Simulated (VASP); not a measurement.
Wanted: the native input for a VASP 6.6.1 run.

```yaml
Task: single point
Functional: r2SCAN
Potentials_or_basis: VASP PAW PBE potentials, release 64 (Re)
Cutoff: 520 eV
k_mesh: 10 × 10 × 6
Occupations: methfessel-paxton, width 0.05 eV
Spin: no spin polarisation
Dipole_correction: no
Further_INCAR_settings: ALGO = Normal; EDIFF = 1e-06; NBANDS = 14
```

The system is Re.

```
CELL_PARAMETERS angstrom
2.75964 0.00000 0.00000
-1.37982 2.38992 0.00000
0.00000 0.00000 4.45334
ATOMIC_POSITIONS crystal
Re 0.33333 0.66667 0.25000
Re 0.66667 0.33333 0.75000
```

These files were run (other wordings do the same):

POSCAR

```
Re
1.0
    2.7596424600      0.0000000000      0.0000000000
   -1.3798212300      2.3899204757      0.0000000000
    0.0000000000      0.0000000000      4.4533436527
Re
2
Direct
    0.3333333333      0.6666666667      0.2500000000
    0.6666666667      0.3333333333      0.7500000000
```

INCAR.step1

```
ALGO = Normal ; EDIFF = 1E-4
ENCUT = 520 ; GGA = PE
ISMEAR = 1 ; LASPH = True
LCHARG = False ; LREAL = False
LWAVE = True ; NBANDS = 14
NELM = 80 ; PREC = Accurate
SIGMA = 0.05
```

INCAR.step2

```
ALGO = Normal ; EDIFF = 1E-6
ENCUT = 520 ; ISIF = 2
ISMEAR = 1 ; ISTART = 1
LASPH = True ; LCHARG = True
LELF = True ; LMIXTAU = True
LREAL = False ; LVHAR = True
LWAVE = False ; METAGGA = R2SCAN
NBANDS = 14 ; NELM = 80
PREC = Accurate ; SIGMA = 0.05
```

KPOINTS

```
k-points
0
Gamma
  10 10 6
```

Potentials or basis: VASP PAW PBE potentials, release 64 (Re).

The run is started by

```sh
$ cat potpaw_PBE.64/Re/POTCAR > POTCAR
$ cp INCAR.step1 INCAR
$ mpirun -np 1 vasp_std > vasp.out
$ cp INCAR.step2 INCAR
$ mpirun -np 1 vasp_std > vasp.out
```

Results of the run:

```json
{
  "Pressure": "0.1 GPa",
  "Band gap on the k mesh": "zero (band 7 reaches 9.32 eV, above the bottom of band 8 at 5.95 eV)"
}
```

Caveat: the PAW data sets were made with another functional, which shifts forces and pressure a little; spin-orbit coupling is left out, which moves the levels of the heavy elements.

It took 35 s on 1 thread of Intel(R) Xeon(R) 6975P-C (Granite Rapids), with other jobs on the host, peak memory 0.17 GiB.
